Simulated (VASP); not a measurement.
# Co (P6/mmm) in VASP: further runs

Runs on Co. Level: PBE. Tasks: single point, relaxation of cell and atoms.

All numbers are computed with VASP 6.6.1; they aren't measurements. Logs are shortened: lines on timing, memory, paths and dates and some standing lists are left out, and cuts for length are marked.

### Step 1. The cell of the first run

The structure is hexagonal, space group P6/mmm (No. 191). Conventional cell: a = 2.135 Å, b = 2.135 Å, c = 2.016 Å, α = 90.00°, β = 90.00°, γ = 120.00°. Co (site symmetry 6/mmm) has 8 Co at 2.02 to 2.13 Å within 2.7 Å.

This isn't the form of Co at room conditions, which is hcp.

### Step 2. Single point, PBE, collinear spin, ferromagnetic start

Input file INCAR:

```
SYSTEM = Co
PREC     = Accurate       ! precision mode
ENCUT    = 600            ! plane-wave cutoff, eV
EDIFF    = 1E-6           ! SCF threshold, eV
ISMEAR   = -1             ! smearing method
SIGMA    = 0.1            ! smearing width, eV
LREAL    = .FALSE.        ! projectors in reciprocal space
LASPH    = .TRUE.         ! aspherical terms in the spheres
NELM     = 200            ! most SCF steps
ALGO     = Normal         ! electronic algorithm
ISIF     = 2              ! what is computed and relaxed
LWAVE    = .FALSE.        ! write WAVECAR
LCHARG   = .TRUE.         ! write CHGCAR
ISPIN    = 2              ! spin polarisation
MAGMOM   = 1.7            ! initial moments
LORBIT   = 11             ! projections on sites
LMAXMIX  = 4              ! l up to which the mixer works
GGA      = PE             ! functional
LELF     = .TRUE.         ! ELF
LVHAR    = .TRUE.       
NBANDS   = 18             ! bands
GGA_COMPAT= .FALSE.
```

Input file KPOINTS:

```
regular mesh
0
G
  20 20 19
  0 0 0
```

Input file POSCAR:

```
Co
1.0
    2.1349188785      0.0000000000      0.0000000000
   -1.0674594393      1.8488939838      0.0000000000
    0.0000000000      0.0000000000      2.0155336890
Co
1
Direct
    0.0000000000      0.0000000000      0.0000000000
```

Potentials or basis: VASP PAW PBE potentials, release 64 (Co_sv).

Launch:

```
> cat potpaw_PBE.64/Co_sv/POTCAR > POTCAR
> mpirun -np 1 vasp_std > vasp.out
```

OUTCAR:

```text
SYSTEM = Co
   PREC = Accurate
   ENCUT = 600
   EDIFF = 1E-6
   ISMEAR = -1
   LREAL = .FALSE.
   LASPH = .TRUE.
   NELM = 200
   ISIF = 2
   ISPIN = 2
   LORBIT = 11
   GGA = PE

 ion  position               nearest neighbor table
   1  0.000  0.000  0.000-

  LATTYP: Found a hexagonal cell.
 ALAT       =     2.1349188785
 C/A-ratio  =     0.9440797537

  Lattice vectors:

 A1 = (   2.1349188785,   0.0000000000,   0.0000000000)
 A2 = (  -1.0674594393,   1.8488939838,   0.0000000000)
 A3 = (   0.0000000000,   0.0000000000,   2.0155336890)

Analysis of symmetry for initial positions (statically):
=====================================================================
 Subroutine PRICEL returns:
 Original cell was already a primitive cell.

 Routine SETGRP: Setting up the symmetry group for a
 hexagonal supercell.

 Subroutine GETGRP returns: Found 24 space group operations
 (whereof 24 operations were pure point group operations)
 out of a pool of 24 trial point group operations.

The static configuration has the point symmetry D_6h.

Analysis of symmetry for dynamics (positions and initial velocities):
=====================================================================
 Subroutine PRICEL returns:
 Original cell was already a primitive cell.

 Routine SETGRP: Setting up the symmetry group for a
 hexagonal supercell.

 Subroutine GETGRP returns: Found 24 space group operations
 (whereof 24 operations were pure point group operations)
 out of a pool of 24 trial point group operations.

The dynamic configuration has the point symmetry D_6h.

Analysis of structural, dynamic, and magnetic symmetry:
=====================================================================
 Subroutine PRICEL returns:
 Original cell was already a primitive cell.

 Routine SETGRP: Setting up the symmetry group for a
 hexagonal supercell.

 Subroutine GETGRP returns: Found 24 space group operations
 (whereof 24 operations were pure point group operations)
 out of a pool of 24 trial point group operations.

The overall configuration has the point symmetry D_6h.

 Subroutine INISYM returns: Found 24 space group operations
 (whereof 24 operations are pure point group operations),
 and found     1 'primitive' translations

----------------------------------------------------------------------------------------

                                     Primitive cell

  volume of cell :       7.9558

  direct lattice vectors                    reciprocal lattice vectors
     2.134918879  0.000000000  0.000000000     0.468401872  0.270431947  0.000000000
    -1.067459439  1.848893984  0.000000000     0.000000000  0.540863894  0.000000000
     0.000000000  0.000000000  2.015533689     0.000000000  0.000000000  0.496146507

  length of vectors
     2.134918879  2.134918879  2.015533689     0.540863894  0.540863894  0.496146507

  position of ions in fractional coordinates (direct lattice)
     0.000000000  0.000000000  0.000000000

  ion indices of the primitive-cell ions
   primitive index   ion index
                 1           1

----------------------------------------------------------------------------------------

 KPOINTS: regular mesh

Automatic generation of k-mesh.
 Grid dimensions read from file:
 generate k-points for:   20   20   19

 Generating k-lattice:

  Cartesian coordinates                     Fractional coordinates (reciprocal lattice)
     0.023420094  0.013521597  0.000000000     0.050000000  0.000000000  0.000000000
     0.000000000  0.027043195  0.000000000     0.000000000  0.050000000  0.000000000
     0.000000000  0.000000000  0.026112974     0.000000000  0.000000000  0.052631579

  Length of vectors
     0.027043195  0.027043195  0.026112974

  Shift w.r.t. Gamma in fractional coordinates (k-lattice)
     0.000000000  0.000000000  0.000000000

 Subroutine IBZKPT returns following result:
 ===========================================

 Found    440 irreducible k-points:

 Following reciprocal coordinates:
            Coordinates               Weight
  0.000000  0.000000  0.000000      1.000000
  0.050000  0.000000  0.000000      6.000000
  0.100000  0.000000  0.000000      6.000000
  0.150000  0.000000  0.000000      6.000000
  0.200000  0.000000  0.000000      6.000000
  0.250000  0.000000  0.000000      6.000000
[... 16 lines left out ...]
  0.200000  0.100000  0.000000     12.000000
  0.250000  0.100000  0.000000     12.000000
 [... further k-points ...]
   k-points           NKPTS =    440   k-points in BZ     NKDIM =    440   number of bands    NBANDS=     18
   number of dos      NEDOS =    301   number of ions     NIONS =      1
   total plane-waves  NPLWV =   5184
   dimension x,y,z NGX =    18 NGY =   18 NGZ =   16
   dimension x,y,z NGXF=    36 NGYF=   36 NGZF=   32
   ions per type =               1
   NGX,Y,Z   is equivalent  to a cutoff of  14.02, 14.02, 13.20 a.u.
   NGXF,Y,Z  is equivalent  to a cutoff of  28.03, 28.03, 26.39 a.u.
 SYSTEM =  Co
[... 96 lines left out ...]
      3     -40.4391      1.00000
      4     -40.2915      1.00000
      5       7.5494      1.00000
      6      12.2358      1.00000
[... 10 lines left out ...]
     17      57.0868      0.00000
     18      67.3394      0.00000

 k-point     4 :       0.1500    0.0000    0.0000
  band No.  band energies     occupation
      1     -77.7549      1.00000
      2     -40.6595      1.00000
      3     -40.4694      1.00000
      4     -40.2772      1.00000
      5       8.1395      1.00000
      6      12.4164      1.00000
[... 375 lines left out ...]
      4     -40.2526      1.00000
      5       9.2314      1.00000
      6      12.7425      1.00000
[... 10 lines left out ...]
     17      65.0883      0.00000
     18      66.6432      0.00000

 k-point    23 :       0.2000    0.1000    0.0000
  band No.  band energies     occupation
      1     -77.6708      1.00000
      2     -41.0333      1.00000
      3     -40.5897      1.00000
      4     -40.2339      1.00000
      5      10.0710      1.00000
      6      12.8907      1.00000
[... 10 lines left out ...]
     17      64.7898      0.00000
     18      67.6147      0.00000

 k-point    24 :       0.2500    0.1000    0.0000
  band No.  band energies     occupation
      1     -77.6344      1.00000
      2     -41.1926      1.00000
      3     -40.6401      1.00000
      4     -40.2147      1.00000
      5      10.8519      1.00000
      6      12.8664      1.00000
[... 10 lines left out ...]
     17      63.0082      0.00000
     18      65.9893      0.00000

 [... further k-points ...]

 spin component 2

 k-point     1 :       0.0000    0.0000    0.0000
  band No.  band energies     occupation
      1     -77.8000      1.00000
      2     -40.4076      1.00000
      3     -40.4076      1.00000
      4     -40.2981      1.00000
      5       7.0527      1.00000
      6      12.0765      1.00000
[... 10 lines left out ...]
     17      53.4564      0.00000
     18      65.0889      0.00000

 k-point     2 :       0.0500    0.0000    0.0000
  band No.  band energies     occupation
      1     -77.7941      1.00000
      2     -40.4388      1.00000
      3     -40.4149      1.00000
      4     -40.2951      1.00000
      5       7.1790      1.00000
      6      12.1180      1.00000
[... 10 lines left out ...]
     17      55.0488      0.00000
     18      65.6704      0.00000

 k-point     3 :       0.1000    0.0000    0.0000
  band No.  band energies     occupation
      1     -77.7767      1.00000
      2     -40.5235      1.00000
      3     -40.4341      1.00000
      4     -40.2859      1.00000
      5       7.5501      1.00000
      6      12.2384      1.00000
[... 10 lines left out ...]
     17      57.0882      0.00000
     18      67.3403      0.00000

 k-point     4 :       0.1500    0.0000    0.0000
  band No.  band energies     occupation
      1     -77.7497      1.00000
      2     -40.6545      1.00000
      3     -40.4645      1.00000
      4     -40.2716      1.00000
      5       8.1402      1.00000
      6      12.4191      1.00000
[... 375 lines left out ...]
      4     -40.2470      1.00000
      5       9.2321      1.00000
      6      12.7452      1.00000
[... 10 lines left out ...]
     17      65.0893      0.00000
     18      66.6442      0.00000

 k-point    23 :       0.2000    0.1000    0.0000
  band No.  band energies     occupation
      1     -77.6656      1.00000
      2     -41.0284      1.00000
      3     -40.5848      1.00000
      4     -40.2283      1.00000
      5      10.0718      1.00000
      6      12.8934      1.00000
[... 10 lines left out ...]
     17      64.7910      0.00000
     18      67.6053      0.00000

 k-point    24 :       0.2500    0.1000    0.0000
  band No.  band energies     occupation
      1     -77.6291      1.00000
      2     -41.1878      1.00000
      3     -40.6351      1.00000
      4     -40.2090      1.00000
      5      10.8531      1.00000
      6      12.8693      1.00000
[... 10 lines left out ...]
     17      63.0094      0.00000
     18      65.9897      0.00000

 [... further k-points ...]
[... 5 lines left out ...]
  --------------------------------------------------------------------------------------
  -------------------------------------------------------------------------------------
  Total        7.6869759      7.6869759      7.6566604     -0.0000000     -0.0000000      0.0000000
  in kB     1548.0416856   1548.0416856   1541.9366122     -0.0000000     -0.0000000      0.0000000
  external PRESSURE =    1546.0066611 kB  Pullay stress =       0.0000000 kB

 VOLUME and BASIS-vectors are now :
 -----------------------------------------------------------------------------
  energy-cutoff  :      600.00
  volume of cell :        7.96
      direct lattice vectors                 reciprocal lattice vectors
     2.134918879  0.000000000  0.000000000     0.468401872  0.270431947  0.000000000
    -1.067459439  1.848893984  0.000000000     0.000000000  0.540863894  0.000000000
     0.000000000  0.000000000  2.015533689     0.000000000  0.000000000  0.496146507

 POSITION                                       TOTAL-FORCE (eV/Angst)
 -----------------------------------------------------------------------------------
      0.00000      0.00000      0.00000         0.000000      0.000000      0.000000
 -----------------------------------------------------------------------------------
    total drift:                               -0.000000      0.000000     -0.000000

  FREE ENERGIE OF THE ION-ELECTRON SYSTEM (eV)
  ---------------------------------------------------
  free  energy   TOTEN  =        -5.2467280939 eV

  energy  without entropy=       -5.1927584209  energy(sigma->0) =       -5.21974326

 total charge

# of ion       s       p       d       tot
------------------------------------------
    1        2.345   6.209   6.961  15.515

 magnetization (x)

# of ion       s       p       d       tot
------------------------------------------
    1        0.000   0.000   0.004   0.004
```

Wall time 3.3 min (1 thread of AMD EPYC 7R43 (Zen 3), shared host); peak memory 0.18 GiB.

Results:

- Free energy: -5.2467 eV
- Pressure: 154.6 GPa
- Net moment: 0.00 μB per cell
- Valence electrons inside the program's atomic spheres: Co 15.52

Caveat: the cell stands under pressure.

### Step 3. Relaxation of cell and atoms, PBE, collinear spin, ferromagnetic start, target pressure 160 GPa, at which the enthalpy is minimised

This run uses another cell than the first one, of 7.81 Å³/atom.

Input file INCAR:

```
PREC     = Accurate       # precision mode
ENCUT    = 600            # plane-wave cutoff, eV
EDIFF    = 1E-7           # SCF threshold, eV
ISMEAR   = -1             # smearing method
SIGMA    = 0.1            # smearing width, eV
LREAL    = False          # projectors in reciprocal space
LASPH    = True           # aspherical terms in the spheres
NELM     = 150            # most SCF steps
ALGO     = Normal         # electronic algorithm
ISIF     = 3              # what is computed and relaxed
LWAVE    = False          # write WAVECAR
LCHARG   = False          # write CHGCAR
ISPIN    = 2              # spin polarisation
MAGMOM   = 1.7            # initial moments
LORBIT   = 11             # projections on sites
LMAXMIX  = 4              # l up to which the mixer works
GGA      = PE             # functional
IBRION   = 2              # ionic algorithm
NSW      = 60             # ionic steps
EDIFFG   = -0.005         # ionic threshold
PSTRESS  = 1600.0
```

Input file KPOINTS:

```
regular mesh
0
Gamma
  20 20 19
```

Input file POSCAR:

```
Co
1.0
    2.1249077220      0.0000000000      0.0000000000
   -1.0624538610      1.8402240679      0.0000000000
    0.0000000000      0.0000000000      1.9974132586
Co
1
Direct
    0.0000000000      0.0000000000      0.0000000000
```

Potentials or basis: VASP PAW PBE potentials, release 64 (Co).

Launch:

```
> cat potpaw_PBE.64/Co/POTCAR > POTCAR
> mpirun -np 1 vasp_std > vasp.out
```

Run time: 9.3 min. Hardware: 1 thread of Intel Xeon 8259CL, shared host; peak memory 0.21 GiB.

It converged, with:

```yaml
Free_energy: -5.1758 eV
Relaxed_volume: 7.91 Å³/atom
Relaxed_cell: a = 2.133 Å, b = 2.133 Å, c = 2.007 Å, α = 90.00°, β = 90.00°, γ = 120.00°
Space_group_after_relaxing_to_0.1_Å: P6/mmm (No. 191)
Energy_change_on_relaxing_the_run_minimises_the_enthalpy: -104.5 meV/atom
Ionic_steps: 9
Pressure_after_relaxing: 160.0 GPa
Net_moment: 0.00 μB per cell
```

Step by step:
| step | energy change (eV) | largest force (eV/Å) | pressure (GPa) | volume (Å³) |
| --- | --- | --- | --- | --- |
| 1 | 0.0000 | 0.0000 | 170.87 | 7.81 |
| 2 | -0.5391 | 0.0000 | 113.55 | 8.43 |
| 3 | -0.1076 | 0.0000 | 159.67 | 7.91 |
| 4 | -0.1046 | 0.0000 | 159.98 | 7.91 |
| 5 | -0.1026 | 0.0000 | 160.20 | 7.91 |
| 6 | -0.1030 | 0.0000 | 160.23 | 7.91 |
| 7 | -0.1028 | 0.0000 | 160.21 | 7.91 |
| 8 | -0.1115 | 0.0000 | 159.31 | 7.92 |
| 9 | -0.1045 | 0.0000 | 160.03 | 7.91 |

Final structure:
```
Co
1.0
     2.13331    0.00000    0.00000
    -1.06666    1.84750    0.00000
     0.00000    0.00000    2.00739
Co
1
Direct
  0.00000 0.00000 0.00000
```

Levels at points of the mesh, in eV from the Fermi level:
Spin up:
```csv
k point,band 1,band 2,band 3,band 4,band 5,band 6,band 7,band 8
"(0.00, 0.00, 0.00)",-10.96,-5.94,-2.80,-2.80,0.95,0.95,25.40,25.53
"(0.50, 0.00, 0.00)",-6.97,-4.75,-1.25,-0.67,0.51,1.16,9.56,21.45
```
Spin down:
```csv
k point,band 1,band 2,band 3,band 4,band 5,band 6,band 7,band 8,band 9
"(0.00, 0.00, 0.00)",-10.96,-5.94,-2.80,-2.80,0.95,0.95,25.40,25.53,32.70
"(0.50, 0.00, 0.00)",-6.97,-4.75,-1.25,-0.67,0.51,1.16,9.56,21.45,29.98
```

Caveat: the cell is relaxed towards a set pressure, so the run minimises the enthalpy, not the energy.

### Step 4. Relaxation of cell and atoms, PBE, collinear spin, ferromagnetic start, target pressure 160 GPa, at which the enthalpy is minimised

Input file INCAR:

```
SYSTEM = Co
PREC = Accurate ; ENCUT = 600
EDIFF = 1E-6 ; ISMEAR = -1
SIGMA = 0.1 ; LREAL = .False.
LASPH = .True. ; NELM = 150
ALGO = Normal ; ISIF = 3
LWAVE = .False. ; LCHARG = .False.
ISPIN = 2 ; MAGMOM = 1.7
LORBIT = 11 ; LMAXMIX = 4
GGA = PE ; IBRION = 2
NSW = 32 ; EDIFFG = -0.005
PSTRESS = 1600.0
```

Input file KPOINTS:

```
Automatic mesh
0
Gamma
  20 20 19
  0 0 0
```

Input file POSCAR:

```
Co
1.0
    2.1349188785      0.0000000000      0.0000000000
   -1.0674594393      1.8488939838      0.0000000000
    0.0000000000      0.0000000000      2.0155336890
Co
1
Direct
    0.0000000000      0.0000000000      0.0000000000
```

Launch:

```
> cat potpaw_PBE.64/Co/POTCAR > POTCAR
> mpirun -np 1 vasp_std > vasp.out
```

Wall time 7.7 min (1 thread of Intel Xeon 8259CL, shared host); peak memory 0.21 GiB.

It converged, with:

- Free energy: -5.1763 eV
- Relaxed volume: 7.91 Å³/atom
- Relaxed cell: a = 2.133 Å, b = 2.133 Å, c = 2.007 Å, α = 90.00°, β = 90.00°, γ = 120.00°
- Space group after relaxing (to 0.1 Å): P6/mmm (No. 191)
- Energy change on relaxing (the run minimises the enthalpy): +42.8 meV/atom
- Ionic steps: 9
- Pressure after relaxing: 160.0 GPa
- Net moment: 0.00 μB per cell

Stress tensor (GPa, compression positive):
```
160.03   0.00   0.00
  0.00 160.03   0.00
  0.00   0.00 159.95
```

The path:
```
step  energy change (eV)  largest force (eV/Å)  pressure (GPa)  volume (Å³)
   1              0.0000                0.0000          155.65         7.96
   2              0.2594                0.0000          181.95         7.71
   3              0.0453                0.0000          160.35         7.91
   4              0.0462                0.0000          160.70         7.91
   5              0.0383                0.0000          159.43         7.92
   6              0.0436                0.0000          160.09         7.91
   7              0.0436                0.0000          160.11         7.91
   8              0.0395                0.0000          159.65         7.92
   9              0.0428                0.0000          160.00         7.91
```

Final structure:
```xyz
1
Lattice="2.1333 0.0000 0.0000 -1.0667 1.8475 0.0000 0.0000 0.0000 2.0075" Properties=species:S:1:pos:R:3 pbc="T T T"
Co    0.0000    0.0000    0.0000
```

Levels at points of the mesh, in eV from the Fermi level:
Spin up:
| k point | band 1 | band 2 | band 3 | band 4 | band 5 | band 6 | band 7 | band 8 |
| --- | --- | --- | --- | --- | --- | --- | --- | --- |
| (0.00, 0.00, 0.00) | -10.96 | -5.94 | -2.80 | -2.80 | 0.95 | 0.95 | 25.39 | 25.53 |
| (0.50, 0.00, 0.00) | -6.96 | -4.75 | -1.25 | -0.67 | 0.51 | 1.16 | 9.56 | 21.45 |
Spin down:
| k point | band 1 | band 2 | band 3 | band 4 | band 5 | band 6 | band 7 | band 8 |
| --- | --- | --- | --- | --- | --- | --- | --- | --- |
| (0.00, 0.00, 0.00) | -10.96 | -5.94 | -2.80 | -2.80 | 0.95 | 0.95 | 25.39 | 25.53 |
| (0.50, 0.00, 0.00) | -6.96 | -4.75 | -1.25 | -0.67 | 0.51 | 1.16 | 9.56 | 21.45 |

Caveat: the cell is relaxed towards a set pressure, so the run minimises the enthalpy, not the energy.
